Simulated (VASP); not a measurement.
# Si (a cell with a defect) in VASP: single point with PBE

Aim: the single point of Si (a cell with a defect) with PBE.

Everything below comes from runs of VASP 6.6.1. Logs are shortened: lines on timing, memory, paths and dates and some standing lists are left out, and cuts for length are marked.

**1. The cell of the first run**

The cell holds a defect, 31 atoms: a = 9.474 Å, b = 9.474 Å, c = 9.474 Å, α = 109.47°, β = 109.47°, γ = 109.47°.

**2. Single point, PBE**

File INCAR:

```
SYSTEM = Si
  ALGO = Normal
  EDIFF = 1E-6
  ENCUT = 520
  GGA = PE
  ISIF = 2
  ISMEAR = 0
  LASPH = .TRUE.
  LCHARG = .TRUE.
  LELF = .TRUE.
  LREAL = Auto
  LVHAR = .TRUE.
  LWAVE = .FALSE.
  NBANDS = 83
  NELM = 100
  PREC = Accurate
  SIGMA = 0.02
```

File KPOINTS:

```
Automatic mesh
0
Gamma
  2 2 2
  0.5 0.5 0.5
```

File POSCAR:

```
Si
1.0
   -5.4700937627     -5.4700937627      5.4700937627
    5.4700937627     -5.4700937627     -5.4700937627
    5.4700937627      5.4700937627      5.4700937627
Si
31
Direct
    0.2500000108      0.7499999411      0.6249999814
    0.0067006164      0.7499999411     -0.0060583971
    0.4992355010      0.5001812800      0.7489658638
    0.2499999194      0.5067006381     -0.0060587627
    0.0139168547      0.5139166936      0.2773371108
    0.7473639717      0.7499999411      0.2512858206
    0.4860836240      0.7500001239      0.5134202670
    0.0001812583     -0.0007643379      0.7489658638
    0.7526361848      0.2526362545      0.7539219032
    0.4998189462      0.2490545060     -0.0012151528
    0.2499999194      0.2473638586      0.2512857292
    0.0007643379      0.2509454243      0.4997301908
    0.7509455374      0.5007642682      0.4997301908
    0.7490542535     -0.0001812583     -0.0012152443
    0.4932994053     -0.0067005250      0.2372406318
    0.2500002851     -0.0139165805      0.5134206326
    0.0139164891      0.7499999411      0.7365797873
    0.4998187634      0.5007643596      0.5010340990
    0.2499997366      0.5139166022      0.7365793302
    0.0067006164      0.5067005467      0.0127592877
    0.7526360020      0.7499999411     -0.0012858098
    0.4932994053      0.7500000325      0.2560584079
    0.0007645207     -0.0001812583      0.5010340990
    0.7473638803      0.2473637672      0.4960780597
    0.4992356838      0.2490545974      0.7502697720
    0.2500001023      0.2526362545     -0.0012857184
    0.0001809841      0.2509454243      0.2512150723
    0.7509458116      0.5001812800      0.2512153465
    0.7490544363     -0.0007642465      0.7502698634
    0.4860831670     -0.0139165805     -0.0273371000
    0.2500001023     -0.0067005250      0.2560587735
```

Potentials or basis: VASP PAW PBE potentials, release 64 (Si).

Launch:

```sh
$ cat potpaw_PBE.64/Si/POTCAR > POTCAR
$ mpirun -np 1 vasp_std > vasp.out
```

OUTCAR:

```text
SYSTEM = Si
   EDIFF = 1E-6
   ENCUT = 520
   GGA = PE
   ISIF = 2
   ISMEAR = 0
   LASPH = .TRUE.
   LREAL = Auto
   NELM = 100
   PREC = Accurate

 ion  position               nearest neighbor table
   1  0.250  0.750  0.625-  19 2.77   5 2.77  16 2.77  30 2.77  17 2.77   7 2.77
   2  0.007  0.750  0.994-  20 2.37  31 2.37  21 2.42  17 2.46
   3  0.499  0.500  0.749-  18 2.35  19 2.37  21 2.38  25 2.38
   4  0.250  0.507  0.994-  20 2.37  22 2.37  26 2.42  19 2.46
   5  0.014  0.514  0.277-  28 2.37  27 2.37  20 2.46   1 2.77
   6  0.747  0.750  0.251-  28 2.38  23 2.38  21 2.41  22 2.42
   7  0.486  0.750  0.513-  29 2.37  18 2.37  22 2.46   1 2.77
[... 22 lines left out ...]
  30  0.486  0.986  0.973-  10 2.37  14 2.37  15 2.46   1 2.77
  31  0.250  0.993  0.256-  15 2.37   2 2.37  11 2.42  16 2.46

  LATTYP: Found a body centered cubic cell.
 ALAT       =    10.9401875254

  Lattice vectors:

 A1 = (  -5.4700937627,  -5.4700937627,   5.4700937627)
 A2 = (   5.4700937627,  -5.4700937627,  -5.4700937627)
 A3 = (   5.4700937627,   5.4700937627,   5.4700937627)

Analysis of symmetry for initial positions (statically):
=====================================================================
 Subroutine PRICEL returns:
 Original cell was already a primitive cell.

 Routine SETGRP: Setting up the symmetry group for a
 body centered cubic supercell.

 Subroutine GETGRP returns: Found 12 space group operations
 (whereof  1 operations were pure point group operations)
 out of a pool of 48 trial point group operations.

The static configuration has the point symmetry C_1 .
 The point group associated with its full space group is D_3d.

Analysis of symmetry for dynamics (positions and initial velocities):
=====================================================================
 Subroutine PRICEL returns:
 Original cell was already a primitive cell.

 Routine SETGRP: Setting up the symmetry group for a
 body centered cubic supercell.

 Subroutine GETGRP returns: Found 12 space group operations
 (whereof  1 operations were pure point group operations)
 out of a pool of 48 trial point group operations.

The dynamic configuration has the point symmetry C_1 .
 The point group associated with its full space group is D_3d.

 Subroutine INISYM returns: Found 12 space group operations
 (whereof  1 operations are pure point group operations),
 and found     1 'primitive' translations

----------------------------------------------------------------------------------------

                                     Primitive cell

  volume of cell :     654.7030

  direct lattice vectors                    reciprocal lattice vectors
    -5.470093763 -5.470093763  5.470093763     0.000000000 -0.091406111  0.091406111
     5.470093763 -5.470093763 -5.470093763     0.091406111 -0.091406111  0.000000000
     5.470093763  5.470093763  5.470093763     0.091406111  0.000000000  0.091406111

  length of vectors
     9.474480319  9.474480319  9.474480319     0.129267762  0.129267762  0.129267762

  position of ions in fractional coordinates (direct lattice)
     0.250000011  0.749999941  0.624999981
     0.006700616  0.749999941  0.993941603
     0.499235501  0.500181280  0.748965864
     0.249999919  0.506700638  0.993941237
     0.013916855  0.513916694  0.277337111
     0.747363972  0.749999941  0.251285821
[... 23 lines left out ...]
     0.486083167  0.986083419  0.972662900
     0.250000102  0.993299475  0.256058774

  ion indices of the primitive-cell ions
   primitive index   ion index
                 1           1
                 2           2
                 3           3
                 4           4
                 5           5
                 6           6
[... 23 lines left out ...]
                30          30
                31          31

----------------------------------------------------------------------------------------

 KPOINTS: Automatic mesh

Automatic generation of k-mesh.
 Grid dimensions read from file:
 generate k-points for:    2    2    2

 Generating k-lattice:

  Cartesian coordinates                     Fractional coordinates (reciprocal lattice)
     0.000000000 -0.045703056  0.045703056     0.500000000  0.000000000  0.000000000
     0.045703056 -0.045703056  0.000000000     0.000000000  0.500000000  0.000000000
     0.045703056  0.000000000  0.045703056     0.000000000  0.000000000  0.500000000

  Length of vectors
     0.064633881  0.064633881  0.064633881

  Shift w.r.t. Gamma in fractional coordinates (k-lattice)
     0.500000000  0.500000000  0.500000000

 Subroutine IBZKPT returns following result:
 ===========================================

 Found      2 irreducible k-points:

 Following reciprocal coordinates:
            Coordinates               Weight
  0.250000  0.250000  0.250000      2.000000
 -0.250000  0.250000  0.250000      6.000000
   k-points           NKPTS =      2   k-points in BZ     NKDIM =      2   number of bands    NBANDS=     83
   number of dos      NEDOS =    301   number of ions     NIONS =     31
   total plane-waves  NPLWV = 343000
   dimension x,y,z NGX =    70 NGY =   70 NGZ =   70
   dimension x,y,z NGXF=   140 NGYF=  140 NGZF=  140
   ions per type =              31
   NGX,Y,Z   is equivalent  to a cutoff of  12.28, 12.28, 12.28 a.u.
   NGXF,Y,Z  is equivalent  to a cutoff of  24.57, 24.57, 24.57 a.u.
 SYSTEM =  Si
   PREC   = accura    normal or accurate (medium, high low for compatibility)
   ISTART =      0    job   : 0-new  1-cont  2-samecut
   ICHARG =      2    charge: 1-file 2-atom 10-const
   ISPIN  =      1    spin polarized calculation?
   LNONCOLLINEAR =      F non collinear calculations
   LSORBIT =      F    spin-orbit coupling
   LASPH  =      T    aspherical Exc in radial PAW
   ENCUT  =  520.0 eV  38.22 Ry    6.18 a.u.  17.62 17.62 17.62*2*pi/ulx,y,z
   NELM   =    100;   NELMIN=  2; NELMDL= -5     # of ELM steps
   EDIFF  = 0.1E-05   stopping-criterion for ELM
   LREAL  =      T    real-space projection
   EDIFFG = 0.1E-04   stopping-criterion for IOM
   NSW    =      0    number of steps for IOM
   IBRION =     -1    ionic relax: 0-MD 1-quasi-New 2-CG
   NFREE  =      0    steps in history (QN), initial steepest desc. (CG)
   ISIF   =      2    stress and relaxation
   ISYM   =      2    0-nonsym 1-usesym 2-fastsym
   POTIM  = 0.5000    time-step for ionic-motion
   TEBEG  =    0.0;   TEEND  =   0.0 temperature during run
   PSTRESS=    0.0 pullay stress
   NELECT =     124.0000    total number of electrons
   NUPDOWN=      -1.0000    fix difference up-down
   EMIN   =  10.00;   EMAX   =-10.00  energy-range for DOS
   EFERMI =   0.00;   METHOD = LEGACY
   ISMEAR =     0;   SIGMA  =   0.02  broadening in eV -4-tet -1-fermi 0-gaus
   EFERMI_NEDOS =   21; number of points for ismear=-14 and -15
   IALGO  =     38    algorithm
   IMIX   =      4    mixing-type and parameters
     AMIX     =   0.40;   BMIX     =  1.00
     AMIX_MAG =   1.60;   BMIX_MAG =  1.00
  volume/ion in A,a.u.               =      21.12       142.52
  Fermi-wavevector in a.u.,A,eV,Ry     =   0.940158  1.776640 12.026137  0.883896
  Thomas-Fermi vector in A             =   2.067541
   LORBIT       =      0    0 simple, 1 ext, 2 COOP (PROOUT), +10 PAW based schemes
   GGA     = PE    functional components
   LHFCALC =     F    Hartree Fock is set to
   AEXX    =    0.0000 exact exchange contribution
   IVDW    =     0    specifies the selected vdW correction
   LEPSILON=     F    determine dielectric tensor
   LRPA    =     F    only Hartree local field effects (RPA)
 non-spin polarized calculation
 Gauss-broadening in eV      SIGMA  =   0.02
  energy-cutoff  :      520.00
  volume of cell :      654.70
 maximum number of plane-waves:     17628
 NGX is ok and might be reduce to    70
   NGX = 35   NGY = 35   NGZ = 35

 number of electron     124.0000005 magnetization

 Free energy of the ion-electron system (eV)
  ---------------------------------------------------
  ext. energy  EPLUGINS =         0.00000000
  ---------------------------------------------------
  free energy    TOTEN  =      -163.82234116 eV

  energy without entropy =     -163.81462804  energy(sigma->0) =     -163.81848460

 E-fermi :   5.2942     XC(G=0):  -9.2456

 val. band max:        5.0938910790   @ k =  -0.2500   0.2500   0.2500
 cond. band min:       5.3003215114   @ k =  -0.2500   0.2500   0.2500
 fundamental gap:      0.2064304324
 Fermi energy:         5.2942301075

 k-point     1 :       0.2500    0.2500    0.2500
  band No.  band energies     occupation
      1      -5.5862      2.00000
      2      -5.5862      2.00000
      3      -5.5204      2.00000
      4      -5.3684      2.00000
      5      -3.8090      2.00000
      6      -3.8090      2.00000
[... 66 lines left out ...]
     73       7.0493      0.00000
     74       7.1226      0.00000

 k-point     2 :      -0.2500    0.2500    0.2500
  band No.  band energies     occupation
      1      -6.0349      2.00000
      2      -5.0967      2.00000
      3      -5.0385      2.00000
      4      -4.9794      2.00000
      5      -4.9182      2.00000
      6      -4.2627      2.00000
[... 66 lines left out ...]
     73       7.6651      0.00000
     74       7.7851      0.00000
 [bands above 74 left out]

------------------------ aborting loop because EDIFF is reached ----------------------------------------

  FORCE on cell =-STRESS in cart. coord.  units (eV):
  Direction    XX          YY          ZZ          XY          YZ          ZX
  --------------------------------------------------------------------------------------
  -------------------------------------------------------------------------------------
  Total      -12.0801978    -12.0801978    -12.0801978     -4.5548832     -4.5548832     -4.5548832
  in kB      -29.5624432    -29.5624432    -29.5624432    -11.1466284    -11.1466284    -11.1466284
  external PRESSURE =     -29.5624432 kB  Pullay stress =       0.0000000 kB

 VOLUME and BASIS-vectors are now :
 -----------------------------------------------------------------------------
  energy-cutoff  :      520.00
  volume of cell :      654.70
      direct lattice vectors                 reciprocal lattice vectors
    -5.470093763 -5.470093763  5.470093763     0.000000000 -0.091406111  0.091406111
     5.470093763 -5.470093763 -5.470093763     0.091406111 -0.091406111  0.000000000
     5.470093763  5.470093763  5.470093763     0.091406111  0.000000000  0.091406111

 POSITION                                       TOTAL-FORCE (eV/Angst)
 -----------------------------------------------------------------------------------
      6.15386     -2.05128      0.68376         0.000000      0.000000      0.000000
      9.50287      1.29773      1.37104         0.001714      0.001714      0.001569
      4.10209     -1.36999      4.09174        -0.000501     -0.002088      0.001676
      6.84113      1.29773      4.03277         0.001569      0.001714      0.001714
      4.25211     -1.37024     -1.21799        -0.002973      0.004252     -0.002973
      1.38898     -6.81616      1.36014        -0.000775     -0.000775      0.001357
[... 23 lines left out ...]
      8.05561     -2.73233      2.58551         0.002973     -0.004252      0.002973
      5.46658     -5.40030     -2.66525        -0.001569     -0.001714     -0.001714
 -----------------------------------------------------------------------------------
    total drift:                                0.001553      0.000187     -0.000507

  FREE ENERGIE OF THE ION-ELECTRON SYSTEM (eV)
  ---------------------------------------------------
  free  energy   TOTEN  =      -163.8223411578 eV

  energy  without entropy=     -163.8146280419  energy(sigma->0) =     -163.81848460
```

Wall time 4.6 min (1 thread of AMD EPYC 7R43 (Zen 3), shared host); peak memory 0.59 GiB.

Results:

```yaml
Free_energy: -163.8223 eV
Pressure: -3.0 GPa
Largest_force: 0.006 eV/Å
Band_gap_on_the_k_mesh: zero (bands 62 and 63 overlap by 0.21 eV)
```

Forces on the atoms (eV/Å):
```
Si   0.000  0.000  0.000
Si   0.002  0.002  0.002
Si  -0.001 -0.002  0.002
Si   0.002  0.002  0.002
Si  -0.003  0.004 -0.003
Si  -0.001 -0.001  0.001
Si  -0.003 -0.003  0.004
Si   0.002 -0.002 -0.001
Si  -0.001  0.001 -0.001
Si   0.002 -0.001 -0.002
Si   0.001 -0.001 -0.001
Si  -0.001  0.002 -0.002
Si  -0.002  0.002 -0.001
Si  -0.002 -0.001  0.002
Si   0.002  0.002  0.002
Si   0.004 -0.003 -0.003
Si   0.003  0.003 -0.004
Si  -0.002  0.002  0.001
Si  -0.004  0.003  0.003
Si  -0.002 -0.002 -0.002
Si   0.001  0.001 -0.001
Si  -0.002 -0.002 -0.002
Si   0.001  0.002 -0.002
Si   0.001 -0.001  0.001
Si   0.001 -0.002  0.002
Si  -0.001  0.001  0.001
Si  -0.002  0.001  0.002
Si   0.002  0.001 -0.002
Si   0.002 -0.002  0.001
Si   0.003 -0.004  0.003
Si  -0.002 -0.002 -0.002
```

Caveat: the k points lie up to 0.41 Å⁻¹ apart.

The gap in the log of VASP goes by the Fermi energy; the results here count the filled bands.